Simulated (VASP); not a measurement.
# Hf in VASP: single point with PBEsol+D3(BJ)

Aim: the single point of Hf with PBEsol+D3(BJ).

All numbers are computed with VASP 6.6.1; they aren't measurements. Logs are shortened: lines on timing, memory, paths and dates and some standing lists are left out, and cuts for length are marked.

## 1. The cell of the first run

The cell holds a slab with vacuum, 16 atoms: a = 6.504 Å, b = 6.504 Å, c = 24.295 Å, α = 90.00°, β = 90.00°, γ = 120.00°.

## 2. Single point, PBEsol+D3(BJ)

INCAR

```
SYSTEM = Hf
  PREC = Accurate
  ENCUT = 400
  EDIFF = 1E-6
  ISMEAR = 1
  SIGMA = 0.1
  LREAL = .FALSE.
  LASPH = .TRUE.
  NELM = 120
  ALGO = Normal
  ISIF = 2
  LWAVE = .FALSE.
  LCHARG = .FALSE.
  LDIPOL = .TRUE.
  IDIPOL = 3
  DIPOL = 0.5 0.5 0.435
  GGA = PS
  IVDW = 12
  NBANDS = 94
  GGA_COMPAT = .FALSE.
  NELMDL = -8
```

KPOINTS

```
regular mesh
0
G
  6 6 1
  0 0 0
```

POSCAR

```
Hf
1.0
    6.1459256287      2.1290110897      0.0000000000
   -4.9167405030      4.2580221794      0.0000000000
    0.0000000000      0.0000000000     24.2953847133
Hf
16
Direct
    0.1666666667      0.3333333333      0.2888768654
    0.1670475372      0.8334797399      0.2888232353
    0.6664322027      0.3329524628      0.2888232353
    0.6665202601      0.8335677973      0.2888232353
    0.3335323293      0.1668016816      0.3822123133
    0.3331983184      0.6667306477      0.3822123133
    0.8332693523      0.1664676707      0.3822123133
    0.8333333333      0.6666666667      0.3821916239
    0.1666666667      0.3333333333      0.4870466478
    0.1660458149      0.8334406573      0.4871801359
    0.6673948425      0.3339541851      0.4871801359
    0.6665593427      0.8326051575      0.4871801359
    0.3335113171      0.1668567957      0.5804568846
    0.3331432043      0.6666545215      0.5804568846
    0.8333454785      0.1664886829      0.5804568846
    0.8333333333      0.6666666667      0.5806069743
```

Potentials or basis: VASP PAW PBE potentials, release 64 (Hf_pv).

Launch:

```sh
cat potpaw_PBE.64/Hf_pv/POTCAR > POTCAR
mpirun -np 1 vasp_std > vasp.out
```

OUTCAR:

```text
SYSTEM = Hf
   PREC = Accurate
   ENCUT = 400
   EDIFF = 1E-6
   ISMEAR = 1
   LREAL = .FALSE.
   LASPH = .TRUE.
   NELM = 120
   ISIF = 2
   GGA = PS
   IVDW = 12
   NELMDL = -8
 IVDW          = 12

 ion  position               nearest neighbor table
   1  0.167  0.333  0.289-   5 2.94   7 2.94   6 2.94   3 3.25   4 3.25   2 3.25   2 3.25   4 3.25
                             3 3.25
   2  0.167  0.833  0.289-   6 2.94   5 2.95   8 2.95   4 3.25   3 3.25   1 3.25   1 3.25   4 3.26
                             3 3.26
   3  0.666  0.333  0.289-   5 2.94   7 2.95   8 2.95   2 3.25   4 3.25   1 3.25   1 3.25   2 3.26
                             4 3.26
   4  0.667  0.834  0.289-   7 2.94   6 2.95   8 2.95   2 3.25   3 3.25   1 3.25   1 3.25   2 3.26
                             3 3.26
   5  0.334  0.167  0.382-   3 2.94   1 2.94   2 2.95   9 3.16  10 3.17  11 3.17   8 3.25   7 3.25
                             6 3.25   7 3.25   6 3.25   8 3.25
   6  0.333  0.667  0.382-   2 2.94   1 2.94   4 2.95   9 3.16  12 3.17  10 3.17   8 3.25   7 3.25
                             5 3.25   7 3.25   5 3.25   8 3.25
   7  0.833  0.166  0.382-   4 2.94   1 2.94   3 2.95   9 3.16  11 3.17  12 3.17   8 3.25   5 3.25
                             6 3.25   5 3.25   6 3.25   8 3.25
   8  0.833  0.667  0.382-   4 2.95   2 2.95   3 2.95  12 3.17  10 3.17  11 3.17   7 3.25   5 3.25
                             6 3.25   6 3.25   5 3.25   7 3.25
   9  0.167  0.333  0.487-  13 2.95  15 2.95  14 2.95   5 3.16   7 3.16   6 3.16  11 3.25  12 3.25
                            10 3.25  11 3.25  12 3.25  10 3.25
  10  0.166  0.833  0.487-  13 2.94  16 2.94  14 2.94   8 3.17   5 3.17   6 3.17  12 3.25  11 3.25
                             9 3.25   9 3.25  12 3.26  11 3.26
  11  0.667  0.334  0.487-  15 2.94  16 2.94  13 2.94   8 3.17   7 3.17   5 3.17  10 3.25  12 3.25
                             9 3.25   9 3.25  10 3.26  12 3.26
  12  0.667  0.833  0.487-  14 2.94  16 2.94  15 2.94   8 3.17   6 3.17   7 3.17  10 3.25  11 3.25
                             9 3.25   9 3.25  10 3.26  11 3.26
  13  0.334  0.167  0.580-  10 2.94  11 2.94   9 2.95  16 3.25  15 3.25  14 3.25  15 3.25  14 3.25
                            16 3.25
  14  0.333  0.667  0.580-  12 2.94  10 2.94   9 2.95  16 3.25  15 3.25  13 3.25  15 3.25  13 3.25
                            16 3.25
  15  0.833  0.166  0.580-  11 2.94  12 2.94   9 2.95  16 3.25  13 3.25  14 3.25  13 3.25  14 3.25
                            16 3.25
  16  0.833  0.667  0.581-  12 2.94  10 2.94  11 2.94  14 3.25  13 3.25  15 3.25  14 3.25  13 3.25
                            15 3.25

  LATTYP: Found a hexagonal cell.
 ALAT       =     6.5042363159
 C/A-ratio  =     3.7353170354

  Lattice vectors:

 A1 = (   6.1459256287,   2.1290110897,   0.0000000000)
 A2 = (  -4.9167405030,   4.2580221794,   0.0000000000)
 A3 = (   0.0000000000,   0.0000000000,  24.2953847133)

Analysis of symmetry for initial positions (statically):
[... 157 lines left out ...]
     AMIX     =   0.40;   BMIX     =  1.00
     AMIX_MAG =   1.60;   BMIX_MAG =  1.00
  volume/ion in A,a.u.               =      55.63       375.43
  Fermi-wavevector in a.u.,A,eV,Ry     =   0.923916  1.745948 11.614215  0.853621
  Thomas-Fermi vector in A             =   2.049605
   LORBIT       =      0    0 simple, 1 ext, 2 COOP (PROOUT), +10 PAW based schemes
   GGA     = PS    functional components
   LHFCALC =     F    Hartree Fock is set to
   AEXX    =    0.0000 exact exchange contribution
   IVDW    =    12    specifies the selected vdW correction
   LEPSILON=     F    determine dielectric tensor
   LRPA    =     F    only Hartree local field effects (RPA)
 non-spin polarized calculation
 Methfessel and Paxton  Order N= 1 SIGMA  =   0.10
  energy-cutoff  :      400.00
  volume of cell :      890.12
 maximum number of plane-waves:     16195
   NGX = 21   NGY = 21   NGZ = 79

 dipolmoment           0.000000      0.000000      0.011787 electrons x Angstroem

 number of electron     160.0000018 magnetization

 dipolmoment           0.000000      0.000000     -0.000324 electrons x Angstroem

 Free energy of the ion-electron system (eV)
  ---------------------------------------------------
  ext. energy  EPLUGINS =         0.00000000
  ---------------------------------------------------
  free energy    TOTEN  =      -159.19316308 eV

  energy without entropy =     -159.18328596  energy(sigma->0) =     -159.18987071

 E-fermi :  -0.5869     XC(G=0):  -5.3960

 val. band max:       -0.5901256534   @ k =   0.3333   0.0000   0.0000
 cond. band min:      -0.5727541939   @ k =   0.0000   0.0000   0.0000
 fundamental gap:      0.0173714595
 Fermi energy:        -0.5868621544

 k-point     1 :       0.0000    0.0000    0.0000
  band No.  band energies     occupation
      1     -31.6878      2.00000
      2     -31.6385      2.00000
      3     -31.6385      2.00000
      4     -31.6381      2.00000
      5     -31.6103      2.00000
      6     -31.6103      2.00000
[... 749 lines left out ...]
     91       0.0287     -0.00000
     92       0.3408     -0.00000
 [bands above 92 left out]

------------------------ aborting loop because EDIFF is reached ----------------------------------------

 vacuum level on the upper side and lower side of the slab       (xc-potential included)        -0.177        -0.184

 Edisp (eV)   -5.66772

 E8    (eV) :    -4.3624

  FORCE on cell =-STRESS in cart. coord.  units (eV):
  Direction    XX          YY          ZZ          XY          YZ          ZX
  --------------------------------------------------------------------------------------
  -------------------------------------------------------------------------------------
  Total     -23.19713   -23.19713    -1.19624     0.00000     0.00000    -0.00000
  in kB     -41.75396   -41.75396    -2.15318     0.00000     0.00000    -0.00000
  external pressure =      -28.55 kB  Pullay stress =        0.00 kB

 VOLUME and BASIS-vectors are now :
 -----------------------------------------------------------------------------
  energy-cutoff  :      400.00
  volume of cell :      890.12
      direct lattice vectors                 reciprocal lattice vectors
     6.145925629  2.129011090  0.000000000     0.116221015  0.134200469  0.000000000
    -4.916740503  4.258022179  0.000000000    -0.058110507  0.167750586  0.000000000
     0.000000000  0.000000000 24.295384713     0.000000000  0.000000000  0.041160081

 POSITION                                       TOTAL-FORCE (eV/Angst)
 -----------------------------------------------------------------------------------
     -0.61459      1.77418      7.01837         0.000000      0.000000      0.053198
     -3.07134      3.90462      7.01707        -0.005960     -0.000185      0.056415
      2.45880      2.83656      7.01707         0.002820      0.005254      0.056415
     -0.00205      4.96838      7.01707         0.003141     -0.005069      0.056415
      1.22974      1.42034      9.28600        -0.001531     -0.003147     -0.055624
     -1.23033      3.54834      9.28600         0.003491      0.000247     -0.055624
[... 8 lines left out ...]
      4.30310      2.48311     14.10242         0.002778     -0.000555     -0.053984
      1.84378      4.61286     14.10607         0.000000      0.000000     -0.043660
 -----------------------------------------------------------------------------------
    total drift:                                0.000002     -0.000000      0.000454

  FREE ENERGIE OF THE ION-ELECTRON SYSTEM (eV)
  ---------------------------------------------------
  free  energy   TOTEN  =      -164.8608844265 eV

  energy  without entropy=     -164.8510073126  energy(sigma->0) =     -164.85759206

 vacuum level on the upper side and lower side of the slab         3.601         3.594
```

stdout:

```text
POSCAR found type information on POSCAR Hf
 POSCAR found :  1 types and      16 ions
 scaLAPACK will be used
 -----------------------------------------------------------------------------
|                                                                             |
|                                                                             |
|     You enforced a specific xc type in the INCAR file but a different       |
|     I HOPE YOU KNOW WHAT YOU ARE DOING!                                     |
|                                                                             |
 -----------------------------------------------------------------------------

 LDA part: xc-table for (Slater+PW92), standard interpolation
 POSCAR, INCAR and KPOINTS ok, starting setup
 FFT: planning ... GRIDC
 FFT: planning ... GRID_SOFT
 FFT: planning ... GRID
 WAVECAR not read
 entering main loop
```

Wall time 42 min (1 thread of Intel Xeon Platinum 8375C at 2.90GHz (Ice Lake), shared host); peak memory 0.73 GiB.

What came out:

```
Free energy                : -164.8609 eV
Largest force              : 0.074 eV/Å
Band gap on the k mesh     : zero (bands 80 and 81 overlap by 0.93 eV)
Dispersion energy per atom : -0.354 eV
```

Forces on the atoms (eV/Å):
```
Hf   0.000  0.000  0.053
Hf  -0.006  0.000  0.056
Hf   0.003  0.005  0.056
Hf   0.003 -0.005  0.056
Hf  -0.002 -0.003 -0.056
Hf   0.003  0.000 -0.056
Hf  -0.002  0.003 -0.056
Hf   0.000  0.000 -0.072
Hf   0.000  0.000  0.074
Hf   0.024  0.010  0.049
Hf  -0.003 -0.026  0.049
Hf  -0.021  0.016  0.049
Hf  -0.001  0.003 -0.054
Hf  -0.002 -0.002 -0.054
Hf   0.003 -0.001 -0.054
Hf   0.000  0.000 -0.044
```

Caveat: the PAW data sets were made with another functional, which shifts forces and pressure a little; spin-orbit coupling is left out, which moves the levels of the heavy elements.
